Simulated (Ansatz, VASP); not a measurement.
One calculation of Al, two programs

```
CELL_PARAMETERS angstrom
0.00000 2.02398 2.14542
2.02398 0.00000 2.14542
2.02398 2.02398 0.00000
ATOMIC_POSITIONS crystal
Al 0.00000 0.00000 0.00000
```

Change from the starting cell: strain +0.0600 x Voigt [0, 0, 1, 0, 0, 0], atoms carried along.

Alike in both runs: task single point; functional r2SCAN; k mesh 20 × 20 × 20; occupations gaussian, width 0.2 eV; no spin polarisation.

|  | VASP | Ansatz |
| --- | --- | --- |
| version | VASP 6.6.1 | Ansatz 0.2.0 |
| potentials or method | VASP PAW PBE potentials, release 64 (Al), cutoff 520 eV | scalar-relativistic, plane waves, PAW |
| valence electrons in the cell | 3 | 3 |

```csv
,VASP,Ansatz,Ansatz less VASP
gap on the k mesh at the Fermi level (eV),none,none,-
pressure (GPa),-7.3,-7.1,+0.24
"traceless stress, the component that is largest in VASP (GPa)",-1.96,-1.96,-0.003
```

VASP's potentials were made for PBE, not for r2SCAN. A gap of «none» marks a metal or a gap that the smearing closes.
